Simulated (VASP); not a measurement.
# BaTiO3 (R3m) in VASP: notebook

BaTiO3 is run at these levels: PBE+U, PBEsol+U; tasks: relaxation of cell and atoms.

Everything below comes from runs of VASP 6.6.1. Logs are shortened: lines on timing, memory, paths and dates and some standing lists are left out, and cuts for length are marked.

## Step 1: The cell of the first run

The structure is trigonal, space group R3m (No. 160). Conventional cell: a = 5.655 Å, b = 5.655 Å, c = 6.955 Å, α = 90.00°, β = 90.00°, γ = 120.00°. Ba (site symmetry 3m) has 12 O at 2.79 to 2.89 Å and 8 Ti at 3.37 to 3.59 Å within 3.7 Å. Ti (site symmetry 3m) has 6 O at 1.87 to 2.14 Å within 2.5 Å. O (site symmetry m) has 2 Ti at 1.87 to 2.14 Å within 2.5 Å.

## Step 2: Relaxation of cell and atoms, PBE+U

INCAR reads:

```
SYSTEM = BaTiO3
PREC     = Accurate       ! precision mode
ENCUT    = 600            ! plane-wave cutoff, eV
EDIFF    = 1E-7           ! SCF threshold, eV
ISMEAR   = -1             ! smearing method
SIGMA    = 0.05           ! smearing width, eV
LREAL    = .False.        ! projectors in reciprocal space
LASPH    = .True.         ! aspherical terms in the spheres
NELM     = 150            ! most SCF steps
ALGO     = Normal         ! electronic algorithm
ISIF     = 3              ! what is computed and relaxed
LWAVE    = .False.        ! write WAVECAR
LCHARG   = .False.        ! write CHGCAR
LMAXMIX  = 4              ! l up to which the mixer works
LDAU     = .True.         ! DFT+U
LDAUTYPE = 2            
LDAUL    = -1 2 -1        ! shell
LDAUU    = 0 8 0          ! U, eV
LDAUJ    = 0 0 0        
LDAUPRINT= 1            
GGA      = PE             ! functional
IBRION   = 2              ! ionic algorithm
NSW      = 60             ! ionic steps
EDIFFG   = -0.01          ! ionic threshold
```

KPOINTS reads:

```
Automatic mesh
0
Gamma
  7 7 7
  0 0 0
```

POSCAR reads:

```
BaTiO3
1.0
    2.8273666084      1.6323808724      2.3183934932
   -2.8273666084      1.6323808724      2.3183934932
    0.0000000000     -3.2647617449      2.3183934932
Ba Ti O
1 1 3
Direct
    0.0000000000      0.0000000000      0.0000000000
    0.4845000000      0.4845000000      0.4845000000
    0.5086000000      0.0175000000      0.5086000000
    0.0175000000      0.5086000000      0.5086000000
    0.5086000000      0.5086000000      0.0175000000
```

Potentials or basis: VASP PAW PBE potentials, release 64 (Ba_sv, Ti_sv, O).

Launch:

```console
> cat potpaw_PBE.64/Ba_sv/POTCAR potpaw_PBE.64/Ti_sv/POTCAR potpaw_PBE.64/O/POTCAR > POTCAR
> mpirun -np 1 vasp_std > vasp.out
```

OUTCAR:

```text
SYSTEM = BaTiO3
   PREC = Accurate
   ENCUT = 600
   EDIFF = 1E-7
   ISMEAR = -1
   LREAL = .False.
   LASPH = .True.
   NELM = 150
   ISIF = 3
   GGA = PE
   IBRION = 2
   NSW = 60
   EDIFFG = -0.01

 ion  position               nearest neighbor table
   1  0.000  0.000  0.000-   5 2.79   4 2.79   3 2.79   4 2.83   3 2.83   4 2.83   3 2.83   5 2.83
                             5 2.83   5 2.89   4 2.89   3 2.89   2 3.37   2 3.43   2 3.43   2 3.43
   2  0.484  0.484  0.484-   3 1.87   4 1.87   5 1.87   3 2.14   4 2.14   5 2.14   1 3.37   1 3.43
                             1 3.43   1 3.43   1 3.50   1 3.50   1 3.50   1 3.59
   3  0.509  0.017  0.509-   2 1.87   2 2.14   1 2.79   1 2.83   1 2.83   1 2.89
   4  0.017  0.509  0.509-   2 1.87   2 2.14   1 2.79   1 2.83   1 2.83   1 2.89
   5  0.509  0.509  0.017-   2 1.87   2 2.14   1 2.79   1 2.83   1 2.83   1 2.89

  LATTYP: Found a trigonal (rhomboedric) cell.
 ALAT       =     4.0042000000
 COS(alpha) =     0.0028448828

  Lattice vectors:

 A1 = (   2.8273666084,   1.6323808724,   2.3183934932)
 A2 = (  -2.8273666084,   1.6323808724,   2.3183934932)
 A3 = (   0.0000000000,  -3.2647617449,   2.3183934932)

Analysis of symmetry for initial positions (statically):
=====================================================================
 Subroutine PRICEL returns:
 Original cell was already a primitive cell.

 Routine SETGRP: Setting up the symmetry group for a
 trigonal (rhombohedral) supercell.

 Subroutine GETGRP returns: Found  6 space group operations
 (whereof  6 operations were pure point group operations)
 out of a pool of 12 trial point group operations.

The static configuration has the point symmetry C_3v.

Analysis of symmetry for dynamics (positions and initial velocities):
=====================================================================
 Subroutine PRICEL returns:
 Original cell was already a primitive cell.

 Routine SETGRP: Setting up the symmetry group for a
 trigonal (rhombohedral) supercell.

 Subroutine GETGRP returns: Found  6 space group operations
 (whereof  6 operations were pure point group operations)
 out of a pool of 12 trial point group operations.

The dynamic configuration has the point symmetry C_3v.

 Subroutine INISYM returns: Found  6 space group operations
 (whereof  6 operations are pure point group operations),
 and found     1 'primitive' translations

----------------------------------------------------------------------------------------

                                     Primitive cell

  volume of cell :      64.2010

  direct lattice vectors                    reciprocal lattice vectors
     2.827366608  1.632380872  2.318393493     0.176843002  0.102100355  0.143777721
    -2.827366608  1.632380872  2.318393493    -0.176843002  0.102100355  0.143777721
     0.000000000 -3.264761745  2.318393493     0.000000000 -0.204200710  0.143777721

  length of vectors
     4.004200000  4.004200000  4.004200000     0.249739791  0.249739791  0.249739791

  position of ions in fractional coordinates (direct lattice)
     0.000000000  0.000000000  0.000000000
     0.484500000  0.484500000  0.484500000
     0.508600000  0.017500000  0.508600000
     0.017500000  0.508600000  0.508600000
     0.508600000  0.508600000  0.017500000

  ion indices of the primitive-cell ions
   primitive index   ion index
                 1           1
                 2           2
                 3           3
                 4           4
                 5           5

----------------------------------------------------------------------------------------

 KPOINTS: Automatic mesh

[... 83 lines left out ...]
   EFERMI_NEDOS =   21; number of points for ismear=-14 and -15
   IALGO  =     38    algorithm
   IMIX   =      4    mixing-type and parameters
     AMIX     =   0.40;   BMIX     =  1.00
     AMIX_MAG =   1.60;   BMIX_MAG =  1.00
  volume/ion in A,a.u.               =      12.84        86.65
  Fermi-wavevector in a.u.,A,eV,Ry     =   1.398237  2.642285 26.600301  1.955067
  Thomas-Fermi vector in A             =   2.521415
   LORBIT       =      0    0 simple, 1 ext, 2 COOP (PROOUT), +10 PAW based schemes
 LDA+U is selected, type is set to LDAUTYPE =  2
   angular momentum for each species LDAUL =    -1    2   -1
   U (eV)           for each species LDAUU =   0.0  8.0  0.0
   J (eV)           for each species LDAUJ =   0.0  0.0  0.0
   GGA     = PE    functional components
   LHFCALC =     F    Hartree Fock is set to
   AEXX    =    0.0000 exact exchange contribution
   IVDW    =     0    specifies the selected vdW correction
   LEPSILON=     F    determine dielectric tensor
   LRPA    =     F    only Hartree local field effects (RPA)
 conjugate gradient relaxation of ions
 non-spin polarized calculation
  energy-cutoff  :      600.00
  volume of cell :       64.20
 maximum number of plane-waves:      2170
   NGX = 15   NGY = 15   NGZ = 15

[... 13 lines left out ...]

  FORCE on cell =-STRESS in cart. coord.  units (eV):
  Direction    XX          YY          ZZ          XY          YZ          ZX
  --------------------------------------------------------------------------------------
  -------------------------------------------------------------------------------------
  Total        5.7860792      5.7860792      5.1847525      0.0000000     -0.0000000      0.0000000
  in kB      144.3952597    144.3952597    129.3887724      0.0000000     -0.0000000      0.0000000
  external PRESSURE =     139.3930973 kB  Pullay stress =       0.0000000 kB
[... 98 lines left out ...]
  FREE ENERGIE OF THE ION-ELECTRON SYSTEM (eV)
  ---------------------------------------------------
  free  energy   TOTEN  =       -34.9156909780 eV

  energy  without entropy=      -34.9156909780  energy(sigma->0) =      -34.91569098

[... ionic steps 4 to 9 ...]

--------------------------------------- Ionic step       10  -------------------------------------------

 number of electron      39.9999993 magnetization

------------------------ aborting loop because EDIFF is reached ----------------------------------------
[... 67 lines left out ...]
  FREE ENERGIE OF THE ION-ELECTRON SYSTEM (eV)
  ---------------------------------------------------
  free  energy   TOTEN  =       -34.9581828730 eV

  energy  without entropy=      -34.9581828730  energy(sigma->0) =      -34.95818287

atom =   2  type =  2  l = 2

 onsite density matrix

spin component  1

  0.1275 -0.0000 -0.0000  0.0627 -0.0000
 -0.0000  0.1718 -0.0000 -0.0000  0.0627
 -0.0000 -0.0000  0.0831 -0.0000 -0.0000
  0.0627 -0.0000 -0.0000  0.1718 -0.0000
 -0.0000  0.0627 -0.0000 -0.0000  0.1275

spin component  2

  0.1275 -0.0000 -0.0000  0.0627 -0.0000
 -0.0000  0.1718 -0.0000 -0.0000  0.0627
 -0.0000 -0.0000  0.0831 -0.0000 -0.0000
  0.0627 -0.0000 -0.0000  0.1718 -0.0000
 -0.0000  0.0627 -0.0000 -0.0000  0.1275

 occupancies and eigenvectors

  o =  0.0831  v =  0.0000 -0.0000  1.0000  0.0000  0.0000  0.0000  0.0000  0.0000  0.0000  0.0000      0.0000  0.0000  0.0000  0.0000  0.0000  0.0000  0.0000  0.0000  0.0000  0.0000
  o =  0.0831  v =  0.0000  0.0000  0.0000  0.0000  0.0000  0.0000 -0.0000  1.0000  0.0000  0.0000      0.0000  0.0000  0.0000  0.0000  0.0000  0.0000  0.0000  0.0000  0.0000  0.0000
  o =  0.0831  v =  0.0000 -0.5773 -0.0000  0.0000  0.8165  0.0000  0.0000  0.0000  0.0000  0.0000      0.0000  0.0000  0.0000  0.0000  0.0000  0.0000  0.0000  0.0000  0.0000  0.0000
  o =  0.0831  v =  0.0000  0.0000  0.0000  0.0000  0.0000  0.0000 -0.5773 -0.0000  0.0000  0.8165      0.0000  0.0000  0.0000  0.0000  0.0000  0.0000  0.0000  0.0000  0.0000  0.0000
  o =  0.0831  v =  0.0000  0.0000  0.0000  0.0000  0.0000 -0.8165  0.0000 -0.0000  0.5773 -0.0000      0.0000  0.0000  0.0000  0.0000  0.0000  0.0000  0.0000  0.0000  0.0000  0.0000
  o =  0.0831  v = -0.8165  0.0000 -0.0000  0.5773 -0.0000  0.0000  0.0000  0.0000  0.0000  0.0000      0.0000  0.0000  0.0000  0.0000  0.0000  0.0000  0.0000  0.0000  0.0000  0.0000
  o =  0.2162  v =  0.0000  0.0000  0.0000  0.0000  0.0000  0.5773  0.0000 -0.0000  0.8165 -0.0000      0.0000  0.0000  0.0000  0.0000  0.0000  0.0000  0.0000  0.0000  0.0000  0.0000
  o =  0.2162  v =  0.5773  0.0000 -0.0000  0.8165 -0.0000  0.0000  0.0000  0.0000  0.0000  0.0000      0.0000  0.0000  0.0000  0.0000  0.0000  0.0000  0.0000  0.0000  0.0000  0.0000
  o =  0.2162  v =  0.0000 -0.8165  0.0000  0.0000 -0.5773  0.0000  0.0000  0.0000  0.0000  0.0000      0.0000  0.0000  0.0000  0.0000  0.0000  0.0000  0.0000  0.0000  0.0000  0.0000
  o =  0.2162  v =  0.0000  0.0000  0.0000  0.0000  0.0000  0.0000 -0.8165  0.0000  0.0000 -0.5773      0.0000  0.0000  0.0000  0.0000  0.0000  0.0000  0.0000  0.0000  0.0000  0.0000

--------------------------------------- Ionic step       12  -------------------------------------------

 number of electron      40.0000002 magnetization

 Free energy of the ion-electron system (eV)
  ---------------------------------------------------
  ext. energy  EPLUGINS =         0.00000000
  ---------------------------------------------------
  free energy    TOTEN  =       -34.95831673 eV

  energy without entropy =      -34.95831673  energy(sigma->0) =      -34.95831673

 E-fermi :   4.7945     XC(G=0): -10.9758

 val. band max:        3.6202312582   @ k =  -0.4286   0.4286   0.4286
 cond. band min:       6.2902331455   @ k =   0.0000   0.0000   0.0000
 fundamental gap:      2.6700018873
 Fermi energy:         4.7945076826

 k-point     1 :       0.0000    0.0000    0.0000
  band No.  band energies     occupation
      1     -55.4835      2.00000
      2     -31.5662      2.00000
      3     -31.5662      2.00000
      4     -31.5662      2.00000
      5     -21.2917      2.00000
      6     -13.1959      2.00000
[... 637 lines left out ...]
     23       7.9788      0.00000
     24       8.4600      0.00000

 [... further k-points ...]

------------------------ aborting loop because EDIFF is reached ----------------------------------------

  FORCE on cell =-STRESS in cart. coord.  units (eV):
  Direction    XX          YY          ZZ          XY          YZ          ZX
  --------------------------------------------------------------------------------------
  -------------------------------------------------------------------------------------
  Total       -0.0244020     -0.0244020     -0.0318616      0.0000000      0.0000000     -0.0000000
  in kB       -0.5755793     -0.5755793     -0.7515307      0.0000000      0.0000000     -0.0000000
  external PRESSURE =      -0.6342297 kB  Pullay stress =       0.0000000 kB
[... 20 lines left out ...]
  FREE ENERGIE OF THE ION-ELECTRON SYSTEM (eV)
  ---------------------------------------------------
  free  energy   TOTEN  =       -34.9583167272 eV

  energy  without entropy=      -34.9583167271  energy(sigma->0) =      -34.95831673

 reached required accuracy - stopping structural energy minimisation
```

Wall time 7.7 min (1 thread of Oxide Virtual Turin-like, shared host); peak memory 0.22 GiB.

What came out:

* Free energy: -34.9583 eV
* Relaxed volume: 13.59 Å³/atom
* Relaxed cell: a = 4.080 Å, b = 4.080 Å, c = 4.080 Å, α = 90.00°, β = 90.00°, γ = 90.00°
* Space group after relaxing (to 0.1 Å): Pm-3m (No. 221)
* Energy gained by relaxing: 69.3 meV/atom
* Ionic steps: 12
* Pressure after relaxing: -0.1 GPa
* Largest force after relaxing: 0.005 eV/Å
* Band gap on the k mesh: 2.67 eV (least direct gap 2.89 eV)

Forces on the atoms (eV/Å):
```
Ba   0.000  0.000  0.000
Ti   0.000  0.000  0.000
O    0.004 -0.003  0.000
O   -0.004 -0.003  0.000
O    0.000  0.005  0.000
```

Step by step:
```csv
step,energy change (eV),largest force (eV/Å),pressure (GPa),volume (Å³)
1,0.0000,2.3508,13.94,64.20
2,-0.0155,0.3176,-12.64,75.15
3,-0.3038,0.5931,-1.85,69.14
4,-0.3041,0.6172,-1.55,69.02
5,-0.3040,0.6369,-1.30,68.92
6,-0.3279,0.4124,0.03,68.08
7,-0.3355,0.1745,1.63,67.27
8,-0.3428,0.1734,-0.44,68.11
9,-0.3431,0.1691,-0.14,67.97
10,-0.3449,0.1179,-0.08,67.94
11,-0.3463,0.0311,0.05,67.88
12,-0.3465,0.0050,-0.06,67.93
```

Final structure:
```
Ba Ti O
1.0
     2.88505    1.66568    2.35578
    -2.88505    1.66568    2.35578
     0.00000   -3.33136    2.35578
Ba Ti O
1 1 3
Direct
  0.00384 0.00384 0.00384
  0.50383 0.50383 0.50383
  0.50381 0.00391 0.50381
  0.00391 0.50381 0.50381
  0.50381 0.50381 0.00391
```

Levels at points of the mesh, in eV from the valence-band top:
```tsv
k point	band 18	band 19	band 20	band 21	band 22	band 23
(0.00, 0.00, 0.00)	-0.22	-0.22	-0.22	2.67	2.67	2.67
```

Eigenvalues of the final occupation matrices:
| site | spin | trace | eigenvalues |
| --- | --- | --- | --- |
| site 2 d | 1 | 0.68 | 0.08 0.08 0.08 0.22 0.22 |
| site 2 d | 2 | 0.68 | 0.08 0.08 0.08 0.22 0.22 |

Caveat: spin-orbit coupling is left out, which moves the levels of the heavy elements. PBE usually gives volumes a little too large and moduli too small.

## Step 3: Relaxation of cell and atoms, PBEsol+U

INCAR reads:

```
PREC = Accurate
ENCUT = 600
EDIFF = 1E-7
ISMEAR = -1
SIGMA = 0.05
LREAL = False
LASPH = True
NELM = 150
ALGO = Normal
ISIF = 3
LWAVE = False
LCHARG = False
LMAXMIX = 4
LDAU = True
LDAUTYPE = 2
LDAUL = -1 2 -1
LDAUU = 0 2 0
LDAUJ = 0 0 0
LDAUPRINT = 1
GGA = PS
IBRION = 2
NSW = 60
EDIFFG = -0.01
```

KPOINTS reads:

```
regular mesh
0
Gamma
  7 7 7
```

POSCAR is that of step 2.

Potentials or basis: VASP PAW PBE potentials, release 64 (Ba_sv, Ti_sv, O).

Launch:

```console
> cat potpaw_PBE.64/Ba_sv/POTCAR potpaw_PBE.64/Ti_sv/POTCAR potpaw_PBE.64/O/POTCAR > POTCAR
> mpirun -np 1 vasp_std > vasp.out
```

Run time: 9.6 min. Hardware: 1 thread of AMD EPYC 9755, shared host; peak memory 0.21 GiB.

It converged, with:

| Property | Result |
| --- | --- |
| Free energy | -40.6108 eV |
| Relaxed volume | 12.77 Å³/atom |
| Relaxed cell | a = 3.997 Å, b = 3.997 Å, c = 3.997 Å, α = 89.99°, β = 89.99°, γ = 89.99° |
| Space group after relaxing (to 0.1 Å) | Pm-3m (No. 221) |
| Energy gained by relaxing | 6.7 meV/atom |
| Ionic steps | 12 |
| Pressure after relaxing | 0.0 GPa |
| Largest force after relaxing | 0.008 eV/Å |
| Band gap on the k mesh | 2.05 eV (least direct gap 2.18 eV) |

Forces in eV/Å, atoms in the order of the input:
```
Ba   0.000  0.000 -0.008
Ti   0.000  0.000  0.006
O    0.006 -0.003  0.001
O   -0.006 -0.003  0.001
O    0.000  0.006  0.001
```

Step by step:
```tsv
step	energy change (eV)	largest force (eV/Å)	pressure (GPa)	volume (Å³)
1	0.0000	0.6597	2.27	64.20
2	-0.0084	0.0972	-3.73	65.90
3	-0.0180	0.2680	-1.29	65.16
4	-0.0267	0.1764	-0.42	64.57
5	-0.0294	0.1031	0.58	63.99
6	-0.0313	0.0994	-0.28	64.19
7	-0.0313	0.1022	-0.46	64.23
8	-0.0329	0.0778	-0.02	64.00
9	-0.0332	0.0600	0.30	63.83
10	-0.0336	0.0209	-0.18	63.97
11	-0.0336	0.0210	-0.13	63.95
12	-0.0337	0.0082	0.05	63.87
```

Final structure:
```yaml
crystal:
  lattice:
    - [2.82626, 1.63174, 2.30822]
    - [-2.82626, 1.63174, 2.30822]
    - [0.00000, -3.26348, 2.30822]
  atoms:
    - { symbol: Ba, position: [0.00210, 0.00210, 0.00210] }
    - { symbol: Ti, position: [0.49806, 0.49806, 0.49806] }
    - { symbol: O, position: [0.50562, 0.00781, 0.50562] }
    - { symbol: O, position: [0.00781, 0.50562, 0.50562] }
    - { symbol: O, position: [0.50562, 0.50562, 0.00781] }
```

Levels at points of the mesh, in eV from the valence-band top:
```csv
k point,band 17,band 18,band 19,band 20,band 21,band 22,band 23,band 24
"(0.00, 0.00, 0.00)",-1.06,-0.14,-0.13,-0.13,2.05,2.05,2.07,4.09
```

Eigenvalues of the final occupation matrices:
```
    site  spin  trace               eigenvalues
site 2 d     1   0.84  0.12 0.12 0.12 0.24 0.24
site 2 d     2   0.84  0.12 0.12 0.12 0.24 0.24
```

Caveat: the PAW data sets were made with another functional, which shifts forces and pressure a little; spin-orbit coupling is left out, which moves the levels of the heavy elements. A k mesh can miss the band edges.

## Step 4: Relaxation of cell and atoms, PBEsol+U

INCAR, as its differences from that of step 3:

```diff
@@ -2,3 +2,3 @@
 ENCUT = 600
-EDIFF = 1E-7
+EDIFF = 1E-6
 ISMEAR = -1
@@ -16,3 +16,3 @@
 LDAUL = -1 2 -1
-LDAUU = 0 2 0
+LDAUU = 0 3 0
 LDAUJ = 0 0 0
```

KPOINTS is that of step 3.

POSCAR is that of step 3.

Launch:

```console
> cat potpaw_PBE.64/Ba_sv/POTCAR potpaw_PBE.64/Ti_sv/POTCAR potpaw_PBE.64/O/POTCAR > POTCAR
> mpirun -np 1 vasp_std > vasp.out
```

It took 9.5 min on 1 thread of AMD EPYC 9755, shared host; peak memory 0.22 GiB.

It converged, with:

- Free energy: -39.9440 eV
- Relaxed volume: 12.81 Å³/atom
- Relaxed cell: a = 4.001 Å, b = 4.001 Å, c = 4.001 Å, α = 90.00°, β = 90.00°, γ = 90.00°
- Space group after relaxing (to 0.1 Å): Pm-3m (No. 221)
- Energy gained by relaxing: 12.9 meV/atom
- Ionic steps: 14
- Pressure after relaxing: 0.0 GPa
- Largest force after relaxing: 0.007 eV/Å
- Band gap on the k mesh: 2.10 eV (least direct gap 2.22 eV)

Forces on the atoms (eV/Å):
```
Ba   0.000  0.000  0.005
Ti   0.000  0.000 -0.004
O    0.006 -0.003  0.000
O   -0.006 -0.003  0.000
O    0.000  0.007  0.000
```

The path:
```tsv
step	energy change (eV)	largest force (eV/Å)	pressure (GPa)	volume (Å³)
1	0.0000	0.9243	3.15	64.20
2	-0.0168	0.1297	-4.97	66.57
3	-0.0344	0.3631	-1.74	65.53
4	-0.0502	0.2433	-0.48	64.72
5	-0.0548	0.1464	1.02	63.95
6	-0.0595	0.1488	-0.15	64.25
7	-0.0598	0.1586	-0.58	64.37
8	-0.0629	0.1171	0.13	64.05
9	-0.0633	0.0935	0.57	63.88
10	-0.0642	0.0366	-0.25	64.17
11	-0.0643	0.0301	-0.14	64.11
12	-0.0643	0.0290	-0.07	64.10
13	-0.0643	0.0293	-0.06	64.10
14	-0.0645	0.0068	0.00	64.07
```

Final structure:
```xyz
5
Lattice="2.8294 1.6336 2.3102 -2.8294 1.6336 2.3102 0.0000 -3.2671 2.3102" Properties=species:S:1:pos:R:3 pbc="T T T"
Ba    0.0000    0.0000    0.0260
Ti    0.0000    0.0000    3.4920
O     1.4143   -0.8165    2.3370
O    -1.4143   -0.8165    2.3370
O     0.0000    1.6331    2.3370
```

Levels at points of the mesh, in eV from the valence-band top:
| k point | band 18 | band 19 | band 20 | band 21 | band 22 | band 23 |
| --- | --- | --- | --- | --- | --- | --- |
| (0.00, 0.00, 0.00) | -0.11 | -0.11 | -0.11 | 2.10 | 2.10 | 2.10 |

Eigenvalues of the final occupation matrices:
| site | spin | trace | eigenvalues |
| --- | --- | --- | --- |
| site 2 d | 1 | 0.81 | 0.11 0.11 0.11 0.24 0.24 |
| site 2 d | 2 | 0.81 | 0.11 0.11 0.11 0.24 0.24 |

Caveat: the PAW data sets were made with another functional, which shifts forces and pressure a little; spin-orbit coupling is left out, which moves the levels of the heavy elements. A k mesh can miss the band edges.

## Step 5: The runs side by side

```tsv
level	U	gap on the mesh (eV)	pressure (GPa)	relaxed volume (Å³/atom)	largest force (eV/Å)
PBE+U	Ti d U = 8.0 eV	2.67	-0.1	13.59	0.01
PBEsol+U	Ti d U = 2.0 eV	2.05	0.0	12.77	0.01
PBEsol+U	Ti d U = 3.0 eV	2.10	0.0	12.81	0.01
```

Alike in all rows: task relaxation of cell and atoms; potentials or basis VASP PAW PBE potentials, release 64 (Ba_sv, Ti_sv, O); no spin polarisation; cell relaxed; k mesh 7 × 7 × 7; cutoff (eV) 600; smearing fermi-dirac 0.05 eV.

Caveats: spin-orbit coupling is left out, which moves the levels of the heavy elements; the PAW data sets were made with another functional, which shifts forces and pressure a little (at least some runs).

Total energies depend on the potentials used, so only differences within one code and one set of settings carry meaning.
